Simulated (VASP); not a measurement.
ZnSe (Stilleite), 2 atoms in the cell. The structure is cubic, space group F-43m (No. 216). The conventional cell has a = 5.668 Å, b = 5.668 Å, c = 5.668 Å, α = 90.00°, β = 90.00°, γ = 90.00°. Zn (site symmetry -43m) has 4 Se at 2.45 Å within 3.2 Å. Within 3.2 Å of Se (site symmetry -43m) lie 4 Zn at 2.45 Å. 

```yaml
Program: VASP 6.6.1
Task: single point
Functional: r2SCAN
Dispersion: D3(BJ)
Potentials_or_basis: VASP PAW PBE potentials, release 64 (Zn, Se)
Cutoff: 520 eV
k_mesh: 6 × 6 × 6
Occupations: gaussian, width 0.01 eV
Spin: no spin polarisation
Hubbard_terms: Zn d U = 3.5 eV
Dipole_correction: no
Further_INCAR_settings: ALGO = Normal; EDIFF = 1e-06; NBANDS = 16
```

Potentials or basis: VASP PAW PBE potentials, release 64 (Zn, Se).

Run with:

```console
$ cat potpaw_PBE.64/Zn/POTCAR potpaw_PBE.64/Se/POTCAR > POTCAR
$ cp INCAR.step1 INCAR
$ mpirun -np 1 vasp_std > vasp.out
$ cp INCAR.step2 INCAR
$ mpirun -np 1 vasp_std > vasp.out
```

Hardware: 1 thread of Intel(R) Xeon(R) Platinum 8488C (Sapphire Rapids), with other jobs on the host.

Q: Estimate the wall time of this run.

A: It took 44 s on 1 thread of Intel(R) Xeon(R) Platinum 8488C (Sapphire Rapids) (shared host), peak memory 0.18 GiB. Counts: k points 16.
